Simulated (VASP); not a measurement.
# Bi2Te3 (Tellurobismuthite) (R-3m) in VASP: single point with PBE

Aim: the single point of Bi2Te3 (Tellurobismuthite) with PBE.

All numbers are computed with VASP 6.6.1; they aren't measurements. Logs are shortened: lines on timing, memory, paths and dates and some standing lists are left out, and cuts for length are marked.

**The experiment to reproduce.**

From “Vacancy and Antisite-Induced Ferromagnetism in Liquid-Phase Exfoliated Bi2Te3”, 2024, arxiv:2412.10539, for a bulk crystal of Bi2Te3: band gap 0.17 eV.

The results are compared with them further down.

## 1. The cell of the first run

Symmetry: R-3m, No. 166, trigonal system. Conventional cell: a = 4.392 Å, b = 4.392 Å, c = 31.351 Å, α = 90.00°, β = 90.00°, γ = 120.00°. Bi (site symmetry 3m) has 6 Te at 3.06 to 3.25 Å within 4.0 Å. Within 4.3 Å of Te (site symmetry -3m) lie 6 Bi at 3.25 Å. Within 4.0 Å of Te (site symmetry 3m) lie 3 Bi at 3.06 Å and 3 Te at 3.88 Å.

## 2. Single point, PBE

Input file INCAR:

```
SYSTEM = Bi2Te3
PREC = Accurate
ENCUT = 520
EDIFF = 1E-6
ISMEAR = 0
SIGMA = 0.01
LREAL = .False.
LASPH = .True.
NELM = 60
ALGO = Normal
ISIF = 2
LWAVE = .False.
LCHARG = .False.
GGA = PE
NBANDS = 32
```

Input file KPOINTS:

```
regular mesh
0
Gamma
  6 6 6
  0 0 0
```

Input file POSCAR:

```
Bi2Te3
1.0
    2.1958106691      1.2677518809     10.4503916138
   -2.1958106691      1.2677518809     10.4503916138
    0.0000000000     -2.5355037618     10.4503916138
Bi Te
2 3
Direct
    0.3983528042      0.3983528042      0.3983528042
    0.6016471958      0.6016471958      0.6016471958
    0.0000000000      0.0000000000      0.0000000000
    0.2135723118      0.2135723118      0.2135723118
    0.7864276882      0.7864276882      0.7864276882
```

Potentials or basis: VASP PAW PBE potentials, release 64 (Bi_d, Te).

The run is started by

```sh
cat potpaw_PBE.64/Bi_d/POTCAR potpaw_PBE.64/Te/POTCAR > POTCAR
mpirun -np 1 vasp_std > vasp.out
```

OUTCAR:

```text
SYSTEM = Bi2Te3
   PREC = Accurate
   ENCUT = 520
   EDIFF = 1E-6
   ISMEAR = 0
   LREAL = .False.
   LASPH = .True.
   NELM = 60
   ISIF = 2
   GGA = PE

 ion  position               nearest neighbor table
   1  0.398  0.398  0.398-   5 3.06   5 3.06   5 3.06   3 3.25   3 3.25   3 3.25
   2  0.602  0.602  0.602-   4 3.06   4 3.06   4 3.06   3 3.25   3 3.25   3 3.25
   3  0.000  0.000  0.000-   2 3.25   2 3.25   1 3.25   1 3.25   2 3.25   1 3.25
   4  0.214  0.214  0.214-   2 3.06   2 3.06   2 3.06
   5  0.786  0.786  0.786-   1 3.06   1 3.06   1 3.06

  LATTYP: Found a trigonal (rhomboedric) cell.
 ALAT       =    10.7535791348
 COS(alpha) =     0.9166100513

  Lattice vectors:

 A1 = (   2.1958106691,   1.2677518809,  10.4503916138)
 A2 = (  -2.1958106691,   1.2677518809,  10.4503916138)
 A3 = (   0.0000000000,  -2.5355037618,  10.4503916138)

Analysis of symmetry for initial positions (statically):
=====================================================================
 Subroutine PRICEL returns:
 Original cell was already a primitive cell.

 Routine SETGRP: Setting up the symmetry group for a
 trigonal (rhombohedral) supercell.

 Subroutine GETGRP returns: Found 12 space group operations
 (whereof 12 operations were pure point group operations)
 out of a pool of 12 trial point group operations.

The static configuration has the point symmetry D_3d.

Analysis of symmetry for dynamics (positions and initial velocities):
=====================================================================
 Subroutine PRICEL returns:
 Original cell was already a primitive cell.

 Routine SETGRP: Setting up the symmetry group for a
 trigonal (rhombohedral) supercell.

 Subroutine GETGRP returns: Found 12 space group operations
 (whereof 12 operations were pure point group operations)
 out of a pool of 12 trial point group operations.

The dynamic configuration has the point symmetry D_3d.

 Subroutine INISYM returns: Found 12 space group operations
 (whereof 12 operations are pure point group operations),
 and found     1 'primitive' translations

----------------------------------------------------------------------------------------

                                     Primitive cell

  volume of cell :     174.5472

  direct lattice vectors                    reciprocal lattice vectors
     2.195810669  1.267751881 10.450391614     0.227706335  0.131466314  0.031896731
[... 86 lines left out ...]
   ISPIN  =      1    spin polarized calculation?
   LNONCOLLINEAR =      F non collinear calculations
   LSORBIT =      F    spin-orbit coupling
   LASPH  =      T    aspherical Exc in radial PAW
   ENCUT  =  520.0 eV  38.22 Ry    6.18 a.u.  19.99 19.99 19.99*2*pi/ulx,y,z
   NELM   =     60;   NELMIN=  2; NELMDL= -5     # of ELM steps
   EDIFF  = 0.1E-05   stopping-criterion for ELM
   LREAL  =      F    real-space projection
   EDIFFG = 0.1E-04   stopping-criterion for IOM
   NSW    =      0    number of steps for IOM
   IBRION =     -1    ionic relax: 0-MD 1-quasi-New 2-CG
   NFREE  =      0    steps in history (QN), initial steepest desc. (CG)
   ISIF   =      2    stress and relaxation
   ISYM   =      2    0-nonsym 1-usesym 2-fastsym
   POTIM  = 0.5000    time-step for ionic-motion
   TEBEG  =    0.0;   TEEND  =   0.0 temperature during run
   PSTRESS=    0.0 pullay stress
   NELECT =      48.0000    total number of electrons
   NUPDOWN=      -1.0000    fix difference up-down
   EMIN   =  10.00;   EMAX   =-10.00  energy-range for DOS
   EFERMI =   0.00;   METHOD = LEGACY
   ISMEAR =     0;   SIGMA  =   0.01  broadening in eV -4-tet -1-fermi 0-gaus
   EFERMI_NEDOS =   21; number of points for ismear=-14 and -15
   IALGO  =     38    algorithm
   IMIX   =      4    mixing-type and parameters
     AMIX     =   0.40;   BMIX     =  1.00
     AMIX_MAG =   1.60;   BMIX_MAG =  1.00
  volume/ion in A,a.u.               =      34.91       235.58
  Fermi-wavevector in a.u.,A,eV,Ry     =   1.064595  2.011792 15.420321  1.133362
  Thomas-Fermi vector in A             =   2.200118
   LORBIT       =      0    0 simple, 1 ext, 2 COOP (PROOUT), +10 PAW based schemes
   GGA     = PE    functional components
   LHFCALC =     F    Hartree Fock is set to
   AEXX    =    0.0000 exact exchange contribution
   IVDW    =     0    specifies the selected vdW correction
   LEPSILON=     F    determine dielectric tensor
   LRPA    =     F    only Hartree local field effects (RPA)
 non-spin polarized calculation
 Gauss-broadening in eV      SIGMA  =   0.01
  energy-cutoff  :      520.00
  volume of cell :      174.55
 maximum number of plane-waves:      4715
   NGX = 39   NGY = 39   NGZ = 39

 number of electron      47.9999999 magnetization

 Free energy of the ion-electron system (eV)
  ---------------------------------------------------
  ext. energy  EPLUGINS =         0.00000000
  ---------------------------------------------------
  free energy    TOTEN  =       -18.36966409 eV

  energy without entropy =      -18.36966409  energy(sigma->0) =      -18.36966409

 E-fermi :   5.7912     XC(G=0):  -9.1633

 val. band max:        5.7175376591   @ k =   0.0000   0.0000   0.0000
 cond. band min:       6.1512580940   @ k =   0.0000   0.0000   0.0000
 fundamental gap:      0.4337204349
 Fermi energy:         5.7911797711

 k-point     1 :       0.0000    0.0000    0.0000
  band No.  band energies     occupation
      1     -17.3606      2.00000
      2     -17.3606      2.00000
      3     -17.3592      2.00000
      4     -17.3592      2.00000
      5     -17.3522      2.00000
      6     -17.3509      2.00000
[... 829 lines left out ...]
     31      10.4276      0.00000
     32      11.1919      0.00000

 [... further k-points ...]
[... 5 lines left out ...]
  --------------------------------------------------------------------------------------
  -------------------------------------------------------------------------------------
  Total        1.7603132      1.7603132      1.6067477      0.0000000      0.0000000      0.0000000
  in kB       16.1579978     16.1579978     14.7484130      0.0000000      0.0000000      0.0000000
  external PRESSURE =      15.6881362 kB  Pullay stress =       0.0000000 kB

 VOLUME and BASIS-vectors are now :
 -----------------------------------------------------------------------------
  energy-cutoff  :      520.00
  volume of cell :      174.55
      direct lattice vectors                 reciprocal lattice vectors
     2.195810669  1.267751881 10.450391614     0.227706335  0.131466314  0.031896731
    -2.195810669  1.267751881 10.450391614    -0.227706335  0.131466314  0.031896731
     0.000000000 -2.535503762 10.450391614     0.000000000 -0.262932628  0.031896731

 POSITION                                       TOTAL-FORCE (eV/Angst)
 -----------------------------------------------------------------------------------
      0.00000      0.00000     12.48883         0.000000     -0.000000     -0.085442
      0.00000      0.00000     18.86235         0.000000     -0.000000      0.085442
      0.00000      0.00000      0.00000        -0.000000     -0.000000     -0.000000
      0.00000      0.00000      6.69574         0.000000      0.000000     -0.185913
      0.00000      0.00000     24.65543         0.000000     -0.000000      0.185913
 -----------------------------------------------------------------------------------
    total drift:                                0.000000     -0.000000      0.000000

  FREE ENERGIE OF THE ION-ELECTRON SYSTEM (eV)
  ---------------------------------------------------
  free  energy   TOTEN  =       -18.3696640869 eV

  energy  without entropy=      -18.3696640869  energy(sigma->0) =      -18.36966409
```

Wall time 12 min (1 thread of Intel Xeon Platinum 8259CL at 2.50GHz (Skylake/Cascade Lake), shared host); peak memory 0.96 GiB.

Results:

```
Free energy            : -18.3697 eV
Pressure               : 1.6 GPa
Largest force          : 0.186 eV/Å
Band gap on the k mesh : 0.43 eV, direct
```

Forces in eV/Å, atoms in the order of the input:
```
Bi   0.000  0.000 -0.085
Bi   0.000  0.000  0.085
Te   0.000  0.000  0.000
Te   0.000  0.000 -0.186
Te   0.000  0.000  0.186
```

Stress tensor (GPa, compression positive):
```
1.62 0.00 0.00
0.00 1.62 0.00
0.00 0.00 1.47
```

Caveat: spin-orbit coupling is left out, which moves the levels of the heavy elements.

## 3. Against experiment

Step 2. Against the measured gap of Bi2Te3, 0.17 eV (quoted in “Vacancy and Antisite-Induced Ferromagnetism in Liquid-Phase Exfoliated Bi2Te3”, 2024, arxiv:2412.10539), the calculated 0.43 eV is off by +0.26 eV. Spin-orbit coupling on Bi, Te is left out. The value is that of PBE on a finite k mesh, which can miss the band edges, without temperature or zero-point motion.
